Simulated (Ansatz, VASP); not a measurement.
**Cd3Pd in VASP and in Ansatz**

INCAR

```
PREC = Accurate ; ENCUT = 520
EDIFF = 1E-6 ; ISMEAR = 1
SIGMA = 0.1 ; LREAL = False
LASPH = True ; NELM = 80
ALGO = Normal ; ISIF = 2
LWAVE = False ; LCHARG = False
GGA = CA ; NBANDS = 31
```

The input KPOINTS:

```
Automatic mesh
0
Gamma
  8 8 8
```

File POSCAR:

```
Cd3Pd
1.0
    4.2295214151      0.0000000000      0.0000000000
    0.0000000000      4.2295214151      0.0000000000
    0.0000000000      0.0000000000      4.1667077746
Cd Pd
3 1
Direct
    0.0000000000      0.5000000000      0.5000000000
    0.5000000000      0.0000000000      0.5000000000
    0.5000000000      0.5000000000      0.0000000000
    0.0000000000      0.0000000000      0.0000000000
```

Input for Ansatz:

```yaml
crystal:
  lattice:
    - [4.2295214151, 0.0, 0.0]
    - [0.0, 4.2295214151, 0.0]
    - [0.0, 0.0, 4.166707774560037]
  atoms:
    - { symbol: Cd, position: [0.0, 0.5, 0.5] }
    - { symbol: Cd, position: [0.5, 0.0, 0.5] }
    - { symbol: Cd, position: [0.5, 0.5, 0.0] }
    - { symbol: Pd, position: [0.0, 0.0, 0.0] }
basis:
  ecutwfc: 550.0
kpoints:
  mp_grid:
    grid: [8, 8, 8]
hamiltonian:
  xc: lda
  pseudopotentials:
    kind: paw
scf:
  convergence:
    dr2_threshold: 1.0e-09
  occupations:
    method: methfessel_paxton
    width: 0.1
output:
  stress: true
```

Alike in both runs: task single point; functional LDA; k mesh 8 × 8 × 8; occupations methfessel-paxton of order 1, width 0.1 eV; no spin polarisation.

|  | VASP | Ansatz |
| --- | --- | --- |
| version | VASP 6.6.1 | Ansatz 0.2.0 |
| potentials or method | VASP PAW LDA potentials, release 64 (Cd, Pd), cutoff 520 eV | plane waves, PAW |
| valence electrons in the cell | 46 | 78 |

Ansatz gave:

```
pressure (GPa)                                                : -7.2
traceless stress, the component that is largest in VASP (GPa) : 0.25
```

Task: Estimate VASP's values.

Result: Pressure (GPa): -6.4; traceless stress, the component that is largest in VASP (GPa): 0.28.

LDA's correlation is that of Perdew and Zunger in VASP and of Perdew and Wang (1992) in Ansatz. VASP's potentials hold 46 valence electrons a cell and Ansatz's 78, so a difference there can come from the potentials and not from the codes. Ansatz's warnings: stress scf threshold loose.
